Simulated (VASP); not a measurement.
# InP: relaxation of cell and atoms with r2SCAN

InP:

```
In P
1.0
     0.00000    2.82666    2.82666
     2.82666    0.00000    2.82666
     2.82666    2.82666    0.00000
In P
1 1
Direct
  0.00000 0.00000 0.00000
  0.25000 0.25000 0.25000
```

```yaml
Program: VASP 6.6.1
Task: relaxation of cell and atoms
Functional: r2SCAN
Potentials_or_basis: VASP PAW PBE potentials, release 64 (In_d, P)
Cutoff: 600 eV
k_mesh: 8 × 8 × 8
Occupations: gaussian, width 0.02 eV
Spin: no spin polarisation
Target_pressure: 12 GPa
Dipole_correction: no
Further_INCAR_settings: ALGO = Normal; EDIFF = 1e-06; IBRION = 2; EDIFFG = -0.008; NSW = 70; ISIF = 3
```

| Quantity | Value |
| --- | --- |
| Pressure after relaxing | 12.0 GPa |
| Band gap on the k mesh | 1.79 eV |

Final structure:
```
In P
1.0
     0.00000    2.82666    2.82666
     2.82666    0.00000    2.82666
     2.82666    2.82666    0.00000
In P
1 1
Direct
  0.00000 0.00000 0.00000
  0.25000 0.25000 0.25000
```

Levels at points of the mesh, in eV from the valence-band top:
```tsv
k point	band 6	band 7	band 8	band 9	band 10	band 11	band 12	band 13
(0.00, 0.00, 0.00)	-12.83	0.00	0.00	0.00	1.79	4.41	4.41	4.41
(0.50, 0.00, 0.00)	-10.61	-6.54	-1.19	-1.19	2.14	5.14	5.14	7.74
(0.50, 0.50, 0.00)	-9.81	-6.41	-2.82	-2.82	1.81	2.51	10.67	11.06
```

Run time: 46 s on 1 thread of Intel(R) Xeon(R) Platinum 8488C (Sapphire Rapids), with other jobs on the host, peak memory 0.19 GiB.

Caveat: the relaxation stopped at its first step, so nothing moved; the cell is relaxed towards a set pressure, so the run minimises the enthalpy, not the energy; the PAW data sets were made with another functional, which shifts forces and pressure a little; spin-orbit coupling is left out, which moves the levels of the heavy elements. A k mesh can miss the band edges.
